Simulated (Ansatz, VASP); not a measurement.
**K: VASP beside Ansatz**

```
K
1.0
     4.72836    0.00000    0.00000
    -2.36418    4.09488    0.00000
     0.00000    0.00000   15.56727
K
4
Direct
  0.00000 0.00000 0.00000
  0.33333 0.66667 0.75000
  0.00000 0.00000 0.50000
  0.66667 0.33333 0.25000
```

Alike in both runs: task single point; functional PBEsol; k mesh 6 × 6 × 2; no spin polarisation.

```csv
,VASP,Ansatz
version,VASP 6.6.1,Ansatz 0.2.0
potentials or method,"VASP PAW PBE potentials, release 64 (K_sv), cutoff 520 eV","plane waves, PAW"
occupations,"methfessel-paxton of order 1, width 0.15 eV","cold, width 0.15 eV"
valence electrons in the cell,36,36
```

Ansatz gave:

* pressure (GPa): -0.2
* traceless stress, the component that is largest in VASP (GPa): -0.18

Question: Estimate VASP's values.

Answer: Pressure (GPa): -0.2; traceless stress, the component that is largest in VASP (GPa): -0.21.

VASP's potentials were made for PBE, not for PBEsol. Ansatz's warnings: stress scf threshold loose.
